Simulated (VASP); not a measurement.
Ta3N, 4 atoms in the cell. Symmetry: P-3m1, No. 164, trigonal system. Conventional cell: a = 3.032 Å, b = 3.032 Å, c = 7.524 Å, α = 90.00°, β = 90.00°, γ = 120.00°. Ta (site symmetry 3m) has 3 N at 2.19 Å and 12 Ta at 3.01 to 3.15 Å within 3.2 Å. Ta (site symmetry -3m) has 12 Ta at 3.01 to 3.03 Å and 2 N at 3.76 Å within 4.0 Å. N (site symmetry -3m) has 6 Ta at 2.19 Å within 2.9 Å. 

```yaml
Program: VASP 6.6.1
Task: single point
Functional: PBE
Potentials_or_basis: VASP PAW PBE potentials, release 64 (Ta_sv_GW, N)
Cutoff: 520 eV
k_mesh: 10 × 10 × 4
Occupations: fermi-dirac, width 0.05 eV
Spin: no spin polarisation
Hubbard_terms: Ta d U = 4.0 eV
Dipole_correction: no
k_mesh_for_the_DOS: 15 × 15 × 6
Occupations_for_the_DOS: tetrahedron
Further_INCAR_settings: ALGO = Normal; EDIFF = 1e-06; NBANDS = 30
```

Potentials or basis: VASP PAW PBE potentials, release 64 (Ta_sv_GW, N).

Command:

```bash
$ cat potpaw_PBE.64/Ta_sv_GW/POTCAR potpaw_PBE.64/N/POTCAR > POTCAR
$ cp INCAR.step1 INCAR
$ cp KPOINTS.step1 KPOINTS
$ mpirun -np 1 vasp_std > vasp.out
$ cp INCAR.step2 INCAR
$ cp KPOINTS.step2 KPOINTS
$ mpirun -np 1 vasp_std > vasp.out
```

Hardware: 1 thread of Intel(R) Xeon(R) 6975P-C (Granite Rapids), with other jobs on the host.

Task: How long does it take, and how much memory?

Result: Run time: 100 s on 1 thread of Intel(R) Xeon(R) 6975P-C (Granite Rapids) (shared host), peak memory 0.34 GiB. Counts: k points 146.
